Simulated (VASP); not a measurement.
# Li2O3 (Pn-3m) in VASP: notebook

Runs on Li2O3. Level: PBE. Tasks: single point.

Program: VASP 6.6.1. These are calculated values, not measurements. Logs are shortened: lines on timing, memory, paths and dates and some standing lists are left out, and cuts for length are marked.

### Step 1. The cell of the first run

The structure is cubic, space group Pn-3m (No. 224). Conventional cell: a = 4.533 Å, b = 4.533 Å, c = 4.533 Å, α = 90.00°, β = 90.00°, γ = 90.00°. Li (site symmetry -3m) has 6 O at 1.96 Å within 2.6 Å. O (site symmetry -42m) has 4 Li at 1.96 Å and 4 O at 2.27 Å within 2.6 Å.

### Step 2. Single point, PBE

The input, INCAR:

```
SYSTEM = Li2O3
ALGO = Normal ; EDIFF = 1E-7
ENCUT = 520 ; GGA = PE
ISIF = 2 ; ISMEAR = -1
LASPH = .True. ; LCHARG = .True.
LELF = .True. ; LREAL = .False.
LVHAR = .True. ; LWAVE = .False.
NBANDS = 35 ; NELM = 80
PREC = Accurate ; SIGMA = 0.06122561905347299
```

The input, KPOINTS:

```
k-points
0
Gamma
  12 12 12
  0 0 0
```

The input, POSCAR:

```
Li2O3
1.0
    4.5327508690      0.0000000000      0.0000000000
    0.0000000000      4.5327508690      0.0000000000
    0.0000000000      0.0000000000      4.5327508690
Li O
4 6
Direct
    0.2500000000      0.2500000000      0.2500000000
    0.7500000000      0.7500000000      0.2500000000
    0.7500000000      0.2500000000      0.7500000000
    0.2500000000      0.7500000000      0.7500000000
    0.5000000000      0.0000000000      0.0000000000
    0.0000000000      0.5000000000      0.0000000000
    0.0000000000      0.0000000000      0.5000000000
    0.5000000000      0.5000000000      0.0000000000
    0.5000000000      0.0000000000      0.5000000000
    0.0000000000      0.5000000000      0.5000000000
```

Potentials or basis: VASP PAW PBE potentials, release 64 (Li_sv, O).

On the command line:

```console
$ cat potpaw_PBE.64/Li_sv/POTCAR potpaw_PBE.64/O/POTCAR > POTCAR
$ mpirun -np 1 vasp_std > vasp.out
```

OUTCAR:

```text
SYSTEM = Li2O3
   EDIFF = 1E-7
   ENCUT = 520
   GGA = PE
   ISIF = 2
   ISMEAR = -1
   LASPH = .True.
   LREAL = .False.
   NELM = 80
   PREC = Accurate

 ion  position               nearest neighbor table
   1  0.250  0.250  0.250-   5 1.96   6 1.96   7 1.96   8 1.96   9 1.96  10 1.96
   2  0.750  0.750  0.250-   5 1.96   6 1.96   7 1.96   8 1.96   9 1.96  10 1.96
   3  0.750  0.250  0.750-   5 1.96   6 1.96   7 1.96   8 1.96   9 1.96  10 1.96
   4  0.250  0.750  0.750-   5 1.96   6 1.96   7 1.96   8 1.96   9 1.96  10 1.96
   5  0.500  0.000  0.000-   1 1.96   2 1.96   3 1.96   4 1.96
   6  0.000  0.500  0.000-   1 1.96   2 1.96   3 1.96   4 1.96
   7  0.000  0.000  0.500-   1 1.96   2 1.96   3 1.96   4 1.96
   8  0.500  0.500  0.000-   1 1.96   2 1.96   3 1.96   4 1.96
   9  0.500  0.000  0.500-   1 1.96   2 1.96   3 1.96   4 1.96
  10  0.000  0.500  0.500-   1 1.96   2 1.96   3 1.96   4 1.96

  LATTYP: Found a simple cubic cell.
 ALAT       =     4.5327508690

  Lattice vectors:

 A1 = (   4.5327508690,   0.0000000000,   0.0000000000)
 A2 = (   0.0000000000,   4.5327508690,   0.0000000000)
 A3 = (   0.0000000000,   0.0000000000,   4.5327508690)

Analysis of symmetry for initial positions (statically):
=====================================================================
 Subroutine PRICEL returns:
 Original cell was already a primitive cell.

 Routine SETGRP: Setting up the symmetry group for a
 simple cubic supercell.

 Subroutine GETGRP returns: Found 48 space group operations
 (whereof 24 operations were pure point group operations)
 out of a pool of 48 trial point group operations.

The static configuration has the point symmetry T_d .
 The point group associated with its full space group is O_h .

Analysis of symmetry for dynamics (positions and initial velocities):
=====================================================================
 Subroutine PRICEL returns:
 Original cell was already a primitive cell.

 Routine SETGRP: Setting up the symmetry group for a
 simple cubic supercell.

 Subroutine GETGRP returns: Found 48 space group operations
 (whereof 24 operations were pure point group operations)
 out of a pool of 48 trial point group operations.

The dynamic configuration has the point symmetry T_d .
 The point group associated with its full space group is O_h .

 Subroutine INISYM returns: Found 48 space group operations
 (whereof 24 operations are pure point group operations),
 and found     1 'primitive' translations

----------------------------------------------------------------------------------------

                                     Primitive cell

  volume of cell :      93.1291

  direct lattice vectors                    reciprocal lattice vectors
     4.532750869  0.000000000  0.000000000     0.220616581  0.000000000  0.000000000
     0.000000000  4.532750869  0.000000000     0.000000000  0.220616581  0.000000000
     0.000000000  0.000000000  4.532750869     0.000000000  0.000000000  0.220616581

  length of vectors
     4.532750869  4.532750869  4.532750869     0.220616581  0.220616581  0.220616581

  position of ions in fractional coordinates (direct lattice)
     0.250000000  0.250000000  0.250000000
     0.750000000  0.750000000  0.250000000
     0.750000000  0.250000000  0.750000000
     0.250000000  0.750000000  0.750000000
     0.500000000  0.000000000  0.000000000
     0.000000000  0.500000000  0.000000000
     0.000000000  0.000000000  0.500000000
     0.500000000  0.500000000  0.000000000
     0.500000000  0.000000000  0.500000000
     0.000000000  0.500000000  0.500000000

  ion indices of the primitive-cell ions
   primitive index   ion index
                 1           1
                 2           2
                 3           3
                 4           4
                 5           5
                 6           6
                 7           7
                 8           8
                 9           9
                10          10

----------------------------------------------------------------------------------------

 KPOINTS: k-points

Automatic generation of k-mesh.
 Grid dimensions read from file:
 generate k-points for:   12   12   12

 Generating k-lattice:

  Cartesian coordinates                     Fractional coordinates (reciprocal lattice)
     0.018384715  0.000000000  0.000000000     0.083333333  0.000000000  0.000000000
     0.000000000  0.018384715  0.000000000     0.000000000  0.083333333  0.000000000
     0.000000000  0.000000000  0.018384715     0.000000000  0.000000000  0.083333333

  Length of vectors
     0.018384715  0.018384715  0.018384715

  Shift w.r.t. Gamma in fractional coordinates (k-lattice)
     0.000000000  0.000000000  0.000000000

 Subroutine IBZKPT returns following result:
 ===========================================

 Found     84 irreducible k-points:

 Following reciprocal coordinates:
            Coordinates               Weight
  0.000000  0.000000  0.000000      1.000000
  0.083333  0.000000  0.000000      6.000000
  0.166667  0.000000  0.000000      6.000000
  0.250000  0.000000  0.000000      6.000000
  0.333333  0.000000  0.000000      6.000000
  0.416667  0.000000  0.000000      6.000000
[... 16 lines left out ...]
  0.333333  0.333333  0.000000     12.000000
  0.416667  0.333333  0.000000     24.000000
 [... further k-points ...]
   k-points           NKPTS =     84   k-points in BZ     NKDIM =     84   number of bands    NBANDS=     35
   number of dos      NEDOS =    301   number of ions     NIONS =     10
   total plane-waves  NPLWV =  46656
   dimension x,y,z NGX =    36 NGY =   36 NGZ =   36
   dimension x,y,z NGXF=    72 NGYF=   72 NGZF=   72
   ions per type =               4   6
   NGX,Y,Z   is equivalent  to a cutoff of  13.20, 13.20, 13.20 a.u.
   NGXF,Y,Z  is equivalent  to a cutoff of  26.41, 26.41, 26.41 a.u.
 SYSTEM =  Li2O3
   PREC   = accura    normal or accurate (medium, high low for compatibility)
   ISTART =      0    job   : 0-new  1-cont  2-samecut
   ICHARG =      2    charge: 1-file 2-atom 10-const
   ISPIN  =      1    spin polarized calculation?
   LNONCOLLINEAR =      F non collinear calculations
   LSORBIT =      F    spin-orbit coupling
   LASPH  =      T    aspherical Exc in radial PAW
   ENCUT  =  520.0 eV  38.22 Ry    6.18 a.u.   8.43  8.43  8.43*2*pi/ulx,y,z
   NELM   =     80;   NELMIN=  2; NELMDL= -5     # of ELM steps
   EDIFF  = 0.1E-06   stopping-criterion for ELM
   LREAL  =      F    real-space projection
   EDIFFG = 0.1E-05   stopping-criterion for IOM
   NSW    =      0    number of steps for IOM
   IBRION =     -1    ionic relax: 0-MD 1-quasi-New 2-CG
   NFREE  =      0    steps in history (QN), initial steepest desc. (CG)
   ISIF   =      2    stress and relaxation
   ISYM   =      2    0-nonsym 1-usesym 2-fastsym
   POTIM  = 0.5000    time-step for ionic-motion
   TEBEG  =    0.0;   TEEND  =   0.0 temperature during run
   PSTRESS=    0.0 pullay stress
   NELECT =      48.0000    total number of electrons
   NUPDOWN=      -1.0000    fix difference up-down
   EMIN   =  10.00;   EMAX   =-10.00  energy-range for DOS
   EFERMI =   0.00;   METHOD = LEGACY
   ISMEAR =    -1;   SIGMA  =   0.06  broadening in eV -4-tet -1-fermi 0-gaus
   EFERMI_NEDOS =   21; number of points for ismear=-14 and -15
   IALGO  =     38    algorithm
   IMIX   =      4    mixing-type and parameters
     AMIX     =   0.40;   BMIX     =  1.00
     AMIX_MAG =   1.60;   BMIX_MAG =  1.00
  volume/ion in A,a.u.               =       9.31        62.85
  Fermi-wavevector in a.u.,A,eV,Ry     =   1.312583  2.480422 23.441120  1.722874
  Thomas-Fermi vector in A             =   2.442965
   LORBIT       =      0    0 simple, 1 ext, 2 COOP (PROOUT), +10 PAW based schemes
   GGA     = PE    functional components
   LHFCALC =     F    Hartree Fock is set to
   AEXX    =    0.0000 exact exchange contribution
   IVDW    =     0    specifies the selected vdW correction
   LEPSILON=     F    determine dielectric tensor
   LRPA    =     F    only Hartree local field effects (RPA)
 non-spin polarized calculation
  energy-cutoff  :      520.00
  volume of cell :       93.13
 maximum number of plane-waves:      2525
 NGX is ok and might be reduce to    36
   NGX = 17   NGY = 17   NGZ = 17

 number of electron      48.0000062 magnetization

 Free energy of the ion-electron system (eV)
  ---------------------------------------------------
  ext. energy  EPLUGINS =         0.00000000
  ---------------------------------------------------
  free energy    TOTEN  =       -42.46572339 eV

  energy without entropy =      -42.39341586  energy(sigma->0) =      -42.42956963

 E-fermi :  -0.0127     XC(G=0):  -9.7564

 val. band max:       -0.0234340795   @ k =   0.3333   0.3333   0.2500
 cond. band min:      -0.0119083544   @ k =   0.5000   0.3333   0.1667
 fundamental gap:      0.0115257252
 Fermi energy:        -0.0126769166

 k-point     1 :       0.0000    0.0000    0.0000
  band No.  band energies     occupation
      1     -42.0436      2.00000
      2     -42.0141      2.00000
      3     -42.0141      2.00000
      4     -42.0141      2.00000
      5     -17.8841      2.00000
      6     -17.0308      2.00000
[... 27 lines left out ...]
     34      15.2068      0.00000
     35      15.2068      0.00000

 k-point     2 :       0.0833    0.0000    0.0000
  band No.  band energies     occupation
      1     -42.0432      2.00000
      2     -42.0146      2.00000
      3     -42.0141      2.00000
      4     -42.0141      2.00000
      5     -17.8689      2.00000
      6     -17.0430      2.00000
[... 27 lines left out ...]
     34      15.2225      0.00000
     35      15.3019      0.00000

 k-point     3 :       0.1667    0.0000    0.0000
  band No.  band energies     occupation
      1     -42.0417      2.00000
      2     -42.0159      2.00000
      3     -42.0140      2.00000
      4     -42.0140      2.00000
      5     -17.8237      2.00000
      6     -17.0793      2.00000
[... 27 lines left out ...]
     34      15.2662      0.00000
     35      15.5589      0.00000

 k-point     4 :       0.2500    0.0000    0.0000
  band No.  band energies     occupation
      1     -42.0392      2.00000
      2     -42.0183      2.00000
      3     -42.0140      2.00000
      4     -42.0140      2.00000
      5     -17.7517      2.00000
      6     -17.1397      2.00000
[... 27 lines left out ...]
     34      15.0768      0.00000
     35      15.3724      0.00000

 k-point     5 :       0.3333    0.0000    0.0000
  band No.  band energies     occupation
      1     -42.0362      2.00000
      2     -42.0214      2.00000
      3     -42.0140      2.00000
      4     -42.0140      2.00000
      5     -17.6582      2.00000
      6     -17.2223      2.00000
[... 638 lines left out ...]
 k-point    22 :       0.5000    0.2500    0.0000
  band No.  band energies     occupation
      1     -42.0267      2.00000
      2     -42.0267      2.00000
      3     -42.0161      2.00000
      4     -42.0161      2.00000
      5     -17.3018      2.00000
      6     -17.3018      2.00000
[... 27 lines left out ...]
     34      13.8312      0.00000
     35      15.4819      0.00000

 k-point    23 :       0.3333    0.3333    0.0000
  band No.  band energies     occupation
      1     -42.0307      2.00000
      2     -42.0205      2.00000
      3     -42.0185      2.00000
      4     -42.0158      2.00000
      5     -17.4280      2.00000
      6     -17.0992      2.00000
[... 27 lines left out ...]
     34      14.6849      0.00000
     35      14.7844      0.00000

 k-point    24 :       0.4167    0.3333    0.0000
  band No.  band energies     occupation
      1     -42.0280      2.00000
      2     -42.0225      2.00000
      3     -42.0183      2.00000
      4     -42.0166      2.00000
      5     -17.3231      2.00000
      6     -17.1383      2.00000
[... 27 lines left out ...]
     34      14.2803      0.00000
     35      14.9322      0.00000

 [... further k-points ...]
[... 5 lines left out ...]
  --------------------------------------------------------------------------------------
  -------------------------------------------------------------------------------------
  Total       -1.7026875     -1.7026875     -1.7026875     -0.0000000     -0.0000000      0.0000000
  in kB      -29.2927383    -29.2927383    -29.2927383     -0.0000000     -0.0000000      0.0000000
  external PRESSURE =     -29.2927383 kB  Pullay stress =       0.0000000 kB

 VOLUME and BASIS-vectors are now :
 -----------------------------------------------------------------------------
  energy-cutoff  :      520.00
  volume of cell :       93.13
      direct lattice vectors                 reciprocal lattice vectors
     4.532750869  0.000000000  0.000000000     0.220616581  0.000000000  0.000000000
     0.000000000  4.532750869  0.000000000     0.000000000  0.220616581  0.000000000
     0.000000000  0.000000000  4.532750869     0.000000000  0.000000000  0.220616581

 POSITION                                       TOTAL-FORCE (eV/Angst)
 -----------------------------------------------------------------------------------
      1.13319      1.13319      1.13319         0.000000     -0.000000     -0.000000
      3.39956      3.39956      1.13319        -0.000000      0.000000     -0.000000
      3.39956      1.13319      3.39956         0.000000     -0.000000     -0.000000
      1.13319      3.39956      3.39956        -0.000000     -0.000000     -0.000000
      2.26638      0.00000      0.00000         0.000000     -0.000000     -0.000000
      0.00000      2.26638      0.00000         0.000000     -0.000000     -0.000000
      0.00000      0.00000      2.26638         0.000000      0.000000      0.000000
      2.26638      2.26638      0.00000         0.000000     -0.000000      0.000000
      2.26638      0.00000      2.26638         0.000000      0.000000      0.000000
      0.00000      2.26638      2.26638         0.000000      0.000000      0.000000
 -----------------------------------------------------------------------------------
    total drift:                               -0.000000      0.000000     -0.000000

  FREE ENERGIE OF THE ION-ELECTRON SYSTEM (eV)
  ---------------------------------------------------
  free  energy   TOTEN  =       -42.4657233890 eV

  energy  without entropy=      -42.3934158629  energy(sigma->0) =      -42.42956963
```

It took 2.6 min on 1 thread of Intel Xeon Platinum 8488C (Sapphire Rapids), shared host; peak memory 0.32 GiB.

Results:

```
Free energy            : -42.4657 eV
Band gap on the k mesh : zero (bands 24 and 25 overlap by 2.27 eV)
```

Caveat: the cutoff is under 1.25 times the usual one of these potentials, so pressure, stress and relaxed cells hold a basis-set (Pulay) error.

### Step 3. Single point, PBE

The input, INCAR:

```
  ALGO = Normal
  EDIFF = 1E-6
  ENCUT = 520
  GGA = PE
  ISIF = 2
  ISMEAR = -1
  LASPH = True
  LCHARG = False
  LREAL = False
  LWAVE = False
  NBANDS = 35
  NELM = 60
  PREC = Accurate
  SIGMA = 0.06122561905347299
```

The input, KPOINTS:

```
k-points
0
Gamma
  12 12 12
```

POSCAR is that of step 2.

Potentials or basis: VASP PAW PBE potentials, release 64 (Li_sv, O).

On the command line:

```console
$ cat potpaw_PBE.64/Li_sv/POTCAR potpaw_PBE.64/O/POTCAR > POTCAR
$ mpirun -np 1 vasp_std > vasp.out
```

Run time: 2.5 min. Hardware: 1 thread of Intel Xeon Platinum 8488C (Sapphire Rapids), shared host; peak memory 0.32 GiB.

It converged, with:

- Free energy: -42.4657 eV
- Band gap on the k mesh: zero (bands 24 and 25 overlap by 2.27 eV)

Levels at points of the mesh, in eV from the Fermi level:
```tsv
k point	band 21	band 22	band 23	band 24	band 25	band 26	band 27	band 28
(0.00, 0.00, 0.00)	-0.71	-0.71	1.36	1.36	1.36	1.43	1.43	1.43
(0.50, 0.00, 0.00)	-1.19	-1.19	-0.64	-0.64	1.38	1.38	1.39	1.39
(0.50, 0.50, 0.00)	-1.32	-1.32	-1.17	-1.17	-0.32	-0.32	1.37	1.37
(0.50, 0.50, 0.50)	-1.26	-1.22	-1.22	-1.22	-0.91	-0.91	-0.64	-0.64
```

Caveat: the cutoff is under 1.25 times the usual one of these potentials, so pressure, stress and relaxed cells hold a basis-set (Pulay) error.
